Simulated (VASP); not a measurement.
Set up this calculation in VASP 6.6.1, as the native input.

- Task: single point
- Functional: r2SCAN
- Potentials or basis: VASP PAW PBE potentials, release 64 (Zr_sv)
- Cutoff: 520 eV
- k mesh: 6 × 6 × 4
- Occupations: gaussian, width 0.1 eV
- Spin: no spin polarisation
- Dipole correction: no
- Further INCAR settings: ALGO = Normal; EDIFF = 1e-06; NBANDS = 19

Crystal: Zr.

```
Zr
1.0
     3.24039    0.00000    0.00000
    -1.62019    2.80626    0.00000
     0.00000    0.00000    5.15468
Zr
2
Direct
  0.33333 0.66667 0.25000
  0.66667 0.33333 0.75000
```

One way to write it, as run:

POSCAR

```
Zr
1.0
    3.2403888858      0.0000000000      0.0000000000
   -1.6201944429      2.8062590933      0.0000000000
    0.0000000000      0.0000000000      5.1546757283
Zr
2
Direct
    0.3333333333      0.6666666667      0.2500000000
    0.6666666667      0.3333333333      0.7500000000
```

INCAR.step1

```
SYSTEM = Zr
PREC = Accurate ; ENCUT = 520
ISMEAR = 0 ; SIGMA = 0.1
LREAL = .FALSE. ; LASPH = .TRUE.
NELM = 80 ; NBANDS = 19
GGA = PE ; ALGO = Normal
EDIFF = 1E-4 ; LWAVE = .TRUE.
LCHARG = .FALSE.
```

INCAR.step2

```
SYSTEM = Zr
PREC = Accurate ; ENCUT = 520
EDIFF = 1E-6 ; ISMEAR = 0
SIGMA = 0.1 ; LREAL = .FALSE.
LASPH = .TRUE. ; NELM = 80
ALGO = Normal ; ISIF = 2
LWAVE = .FALSE. ; LCHARG = .FALSE.
METAGGA = R2SCAN ; LMIXTAU = .TRUE.
NBANDS = 19 ; ISTART = 1
```

KPOINTS

```
Automatic mesh
0
G
  6 6 4
  0 0 0
```

Potentials or basis: VASP PAW PBE potentials, release 64 (Zr_sv).

Launch:

```bash
$ cat potpaw_PBE.64/Zr_sv/POTCAR > POTCAR
$ cp INCAR.step1 INCAR
$ mpirun -np 1 vasp_std > vasp.out
$ cp INCAR.step2 INCAR
$ mpirun -np 1 vasp_std > vasp.out
```

It gave:

```json
{
 "Pressure": "0.0 GPa",
 "Band gap on the k mesh": "zero (band 12 reaches 9.95 eV, above the bottom of band 13 at 8.83 eV)"
}
```

Caveat: the k points lie up to 0.37 Å⁻¹ apart; the PAW data sets were made with another functional, which shifts forces and pressure a little.

Wall time 43 s on 1 thread of Intel Xeon 6975P-C, with other jobs on the host, peak memory 0.17 GiB.
